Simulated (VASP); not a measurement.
# ZnS (rocksalt type) (Fm-3m) in VASP: single point with PBEsol

Aim: the single point of ZnS (rocksalt type) with PBEsol.

Everything below comes from runs of VASP 6.6.1. Logs are shortened: lines on timing, memory, paths and dates and some standing lists are left out, and cuts for length are marked.

## (1) The cell of the first run

It takes space group Fm-3m (No. 225, cubic). The conventional cell has a = 4.324 Å, b = 4.324 Å, c = 4.324 Å, α = 90.00°, β = 90.00°, γ = 90.00°. Zn (site symmetry m-3m) has 6 S at 2.16 Å within 2.9 Å. S (site symmetry m-3m) has 6 Zn at 2.16 Å within 2.9 Å.

## (2) Single point, PBEsol, collinear spin, ferromagnetic start

INCAR reads:

```
ALGO = Normal ; EDIFF = 1E-6
ENCUT = 520 ; GGA = PS
ISIF = 2 ; ISMEAR = -1
ISPIN = 2 ; LASPH = True
LCHARG = False ; LORBIT = 11
LREAL = False ; LWAVE = False
MAGMOM = 2 3 ; NBANDS = 20
NELM = 150 ; PREC = Accurate
SIGMA = 0.05
```

KPOINTS reads:

```
k-points
0
Gamma
  16 16 16
```

POSCAR reads:

```
ZnS
1.0
    0.0000000000      2.1622143090      2.1622143090
    2.1622143090      0.0000000000      2.1622143090
    2.1622143090      2.1622143090      0.0000000000
Zn S
1 1
Direct
    0.0000000000      0.0000000000      0.0000000000
    0.5000000000      0.5000000000      0.5000000000
```

Potentials or basis: VASP PAW PBE potentials, release 64 (Zn, S).

The run is started by

```
$ cat potpaw_PBE.64/Zn/POTCAR potpaw_PBE.64/S/POTCAR > POTCAR
$ mpirun -np 1 vasp_std > vasp.out
```

OUTCAR:

```text
EDIFF = 1E-6
   ENCUT = 520
   GGA = PS
   ISIF = 2
   ISMEAR = -1
   ISPIN = 2
   LASPH = True
   LORBIT = 11
   LREAL = False
   NELM = 150
   PREC = Accurate

 ion  position               nearest neighbor table
   1  0.000  0.000  0.000-   2 2.16   2 2.16   2 2.16   2 2.16   2 2.16   2 2.16
   2  0.500  0.500  0.500-   1 2.16   1 2.16   1 2.16   1 2.16   1 2.16   1 2.16

  LATTYP: Found a face centered cubic cell.
 ALAT       =     4.3244286180

  Lattice vectors:

 A1 = (   0.0000000000,   2.1622143090,   2.1622143090)
 A2 = (   2.1622143090,   0.0000000000,   2.1622143090)
 A3 = (   2.1622143090,   2.1622143090,   0.0000000000)

Analysis of symmetry for initial positions (statically):
=====================================================================
 Subroutine PRICEL returns:
 Original cell was already a primitive cell.

 Routine SETGRP: Setting up the symmetry group for a
 face centered cubic supercell.

 Subroutine GETGRP returns: Found 48 space group operations
 (whereof 48 operations were pure point group operations)
 out of a pool of 48 trial point group operations.

The static configuration has the point symmetry O_h .

Analysis of symmetry for dynamics (positions and initial velocities):
=====================================================================
 Subroutine PRICEL returns:
 Original cell was already a primitive cell.

 Routine SETGRP: Setting up the symmetry group for a
 face centered cubic supercell.

 Subroutine GETGRP returns: Found 48 space group operations
 (whereof 48 operations were pure point group operations)
 out of a pool of 48 trial point group operations.

The dynamic configuration has the point symmetry O_h .

Analysis of structural, dynamic, and magnetic symmetry:
=====================================================================
 Subroutine PRICEL returns:
 Original cell was already a primitive cell.

 Routine SETGRP: Setting up the symmetry group for a
 face centered cubic supercell.

 Subroutine GETGRP returns: Found 48 space group operations
 (whereof 48 operations were pure point group operations)
 out of a pool of 48 trial point group operations.

The overall configuration has the point symmetry O_h .

 Subroutine INISYM returns: Found 48 space group operations
 (whereof 48 operations are pure point group operations),
 and found     1 'primitive' translations

----------------------------------------------------------------------------------------
[... 115 lines left out ...]
  Fermi-wavevector in a.u.,A,eV,Ry     =   1.574914  2.976157 33.747280  2.480355
  Thomas-Fermi vector in A             =   2.675977
   LORBIT       =     11    0 simple, 1 ext, 2 COOP (PROOUT), +10 PAW based schemes
   GGA     = PS    functional components
   LHFCALC =     F    Hartree Fock is set to
   AEXX    =    0.0000 exact exchange contribution
   IVDW    =     0    specifies the selected vdW correction
   LEPSILON=     F    determine dielectric tensor
   LRPA    =     F    only Hartree local field effects (RPA)
 spin polarized calculation
  energy-cutoff  :      520.00
  volume of cell :       20.22
 maximum number of plane-waves:       560
   NGX = 11   NGY = 11   NGZ = 11

 number of electron      18.0000016 magnetization      -0.0000423

 number of electron      18.0000016 magnetization       0.0000423

 Free energy of the ion-electron system (eV)
  ---------------------------------------------------
  ext. energy  EPLUGINS =         0.00000000
  ---------------------------------------------------
  free energy    TOTEN  =        -4.16098713 eV

  energy without entropy =       -4.15787940  energy(sigma->0) =       -4.15943327

 E-fermi :  10.6501     XC(G=0): -13.5886

 val. band max:       10.6416049938   @ k =   0.4375   0.3750   0.0000
 cond. band min:      10.6778915651   @ k =  -0.2500   0.1250   0.0000
 fundamental gap:      0.0362865712
 Fermi energy:        10.6501456786

 spin component 1

 k-point     1 :       0.0000    0.0000    0.0000
  band No.  band energies     occupation
      1      -8.7102      1.00000
      2       1.8503      1.00000
      3       1.8503      1.00000
      4       1.8574      1.00000
      5       1.8574      1.00000
      6       1.8574      1.00000
[... 541 lines left out ...]
     19      28.4165      0.00000
     20      37.6645      0.00000

 [... further k-points ...]

 spin component 2

 k-point     1 :       0.0000    0.0000    0.0000
  band No.  band energies     occupation
      1      -8.7102      1.00000
      2       1.8490      1.00000
      3       1.8490      1.00000
      4       1.8562      1.00000
      5       1.8562      1.00000
      6       1.8562      1.00000
[... 541 lines left out ...]
     19      28.4163      0.00000
     20      37.6638      0.00000

 [... further k-points ...]

------------------------ aborting loop because EDIFF is reached ----------------------------------------

  FORCE on cell =-STRESS in cart. coord.  units (eV):
  Direction    XX          YY          ZZ          XY          YZ          ZX
  --------------------------------------------------------------------------------------
  -------------------------------------------------------------------------------------
  Total       15.2833538     15.2833538     15.2833538     -0.0000000      0.0000000     -0.0000000
  in kB     1211.1642437   1211.1642437   1211.1642437     -0.0000000      0.0000000     -0.0000000
  external PRESSURE =    1211.1642437 kB  Pullay stress =       0.0000000 kB

 VOLUME and BASIS-vectors are now :
 -----------------------------------------------------------------------------
  energy-cutoff  :      520.00
  volume of cell :       20.22
      direct lattice vectors                 reciprocal lattice vectors
     0.000000000  2.162214309  2.162214309    -0.231244423  0.231244423  0.231244423
     2.162214309  0.000000000  2.162214309     0.231244423 -0.231244423  0.231244423
     2.162214309  2.162214309  0.000000000     0.231244423  0.231244423 -0.231244423

 POSITION                                       TOTAL-FORCE (eV/Angst)
 -----------------------------------------------------------------------------------
      0.00000      0.00000      0.00000        -0.000000      0.000000      0.000000
      2.16221      2.16221      2.16221         0.000000      0.000000     -0.000000
 -----------------------------------------------------------------------------------
    total drift:                                0.000000     -0.000000     -0.000000

  FREE ENERGIE OF THE ION-ELECTRON SYSTEM (eV)
  ---------------------------------------------------
  free  energy   TOTEN  =        -4.1609871300 eV

  energy  without entropy=       -4.1578794022  energy(sigma->0) =       -4.15943327

 total charge

# of ion       s       p       d       tot
------------------------------------------
    1        0.659   0.883   9.977  11.519
    2        1.335   2.673   0.000   4.008
--------------------------------------------------
tot          1.994   3.556   9.977  15.528

 magnetization (x)

# of ion       s       p       d       tot
------------------------------------------
    1        0.000  -0.000  -0.000  -0.000
    2        0.000   0.000   0.000   0.000
--------------------------------------------------
tot          0.000   0.000  -0.000   0.000
```

OSZICAR:

```text
N       E                     dE             d eps       ncg     rms          rms(c)
DAV:   1     0.107337333281E+03    0.10734E+03   -0.86953E+03 12696   0.131E+03
DAV:   2     0.485699733686E+01   -0.10248E+03   -0.93009E+02 12016   0.272E+02
DAV:   3    -0.180588181701E+01   -0.66629E+01   -0.65509E+01 13544   0.617E+01
DAV:   4    -0.186411658380E+01   -0.58235E-01   -0.58174E-01 13240   0.543E+00
DAV:   5    -0.186429746649E+01   -0.18088E-03   -0.18088E-03 13068   0.339E-01    0.267E+01
DAV:   6    -0.401664197115E+01   -0.21523E+01   -0.91906E-01 14900   0.335E+01    0.158E+01
DAV:   7    -0.417661961732E+01   -0.15998E+00   -0.26155E-01 13580   0.595E+00    0.916E+00
DAV:   8    -0.416331369442E+01    0.13306E-01   -0.41584E-02 13224   0.175E+00    0.275E+00
DAV:   9    -0.416218815007E+01    0.11255E-02   -0.30811E-03 13624   0.138E+00    0.502E-01
DAV:  10    -0.416104369229E+01    0.11445E-02   -0.16832E-03 14340   0.512E-01    0.143E-01
DAV:  11    -0.416099330102E+01    0.50391E-04   -0.27381E-04 14476   0.225E-01    0.107E-01
DAV:  12    -0.416098985630E+01    0.34447E-05   -0.16694E-05 12948   0.275E-02    0.971E-02
DAV:  13    -0.416098800007E+01    0.18562E-05   -0.10791E-06  9464   0.928E-03    0.716E-02
DAV:  14    -0.416098712998E+01    0.87009E-06   -0.24184E-06 11288   0.137E-02
   1 F= -.41609871E+01 E0= -.41594333E+01  d E =-.310773E-02  mag=     0.0000
```

It took 35 s on 1 thread of Intel Xeon 6975P-C (Granite Rapids), shared host; peak memory 0.21 GiB.

What came out:

- Free energy: -4.1610 eV
- Pressure: 121.1 GPa
- Band gap on the k mesh: zero (filled and empty bands overlap)
- Net moment: 0.00 μB per cell
- Valence electrons inside the program's atomic spheres: Zn 11.52; S 4.01

Caveat: the PAW data sets were made with another functional, which shifts forces and pressure a little.
